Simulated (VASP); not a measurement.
InP:

```xyz
2
Lattice="4.1564 0.0000 0.0000 0.0000 4.1564 0.0000 0.0000 0.0000 2.6538" Properties=species:S:1:pos:R:3 pbc="T T T"
In    2.0782    2.0782    1.3816
P     0.0000    0.0000    2.4433
```

```yaml
Program: VASP 6.6.1
Task: relaxation of cell and atoms
Functional: PBE
Potentials_or_basis: VASP PAW PBE potentials, release 64 (In_d, P)
Cutoff: 600 eV
k_mesh: 4 × 4 × 6
Occupations: gaussian, width 0.1 eV
Spin: no spin polarisation
```

At the start: pressure -1.1 GPa; volume 22.92 Å³/atom.

How do energy, volume and symmetry change on relaxing?

Over 24 steps the energy falls by 219.2 meV/atom and the volume is 21.73 Å³/atom (-5.2 %); space group P4/mmm (No. 123, to 0.05 Å).

The path:
| step | energy change (eV) | largest force (eV/Å) | pressure (GPa) | volume (Å³) |
| --- | --- | --- | --- | --- |
| 1 | 0.0000 | 0.2624 | -1.06 | 45.85 |
| 2 | -0.0890 | 0.3836 | -1.59 | 44.80 |
| 3 | -0.0399 | 0.2417 | 2.23 | 41.25 |
| 4 | -0.0789 | 0.3222 | 1.18 | 42.22 |
| 5 | -0.1186 | 0.3782 | -0.73 | 43.55 |
| 6 | -0.1191 | 0.3887 | -1.28 | 44.09 |
| 7 | -0.1209 | 0.3835 | -1.08 | 43.83 |
| 8 | -0.1411 | 0.4078 | 0.90 | 42.41 |
| 9 | -0.1442 | 0.4145 | 2.59 | 41.41 |
| 10 | -0.1570 | 0.4221 | 2.79 | 41.34 |
| 11 | -0.1951 | 0.4287 | 3.32 | 41.11 |
| 12 | -0.2619 | 0.3884 | 4.58 | 40.64 |
| 13 | -0.3109 | 0.1899 | 7.71 | 39.71 |
| 14 | -0.3267 | 0.1663 | 7.19 | 39.92 |
| 15 | -0.3654 | 0.0959 | 5.69 | 40.57 |
| 16 | -0.4051 | 0.0475 | 2.97 | 41.88 |
| 17 | -0.4074 | 0.0922 | 2.18 | 42.29 |
| 18 | -0.4175 | 0.0752 | 1.80 | 42.45 |
| 19 | -0.4351 | 0.0289 | 0.90 | 42.90 |
| 20 | -0.4166 | 0.0586 | -0.43 | 43.78 |
| 21 | -0.4378 | 0.0015 | 0.54 | 43.15 |
| 22 | -0.4378 | 0.0031 | 0.55 | 43.13 |
| 23 | -0.4383 | 0.0033 | 0.32 | 43.28 |
| 24 | -0.4385 | 0.0034 | 0.04 | 43.46 |

Final structure:
```
In P
1.0
     3.97402    0.00000    0.00000
     0.00000    3.97402    0.00000
     0.00000    0.00000    2.75178
In P
1 1
Cartesian
  1.9870 1.9870 1.9853
  0.0000 0.0000 1.9808
```

Caveat: the k points lie up to 0.40 Å⁻¹ apart in the final cell.
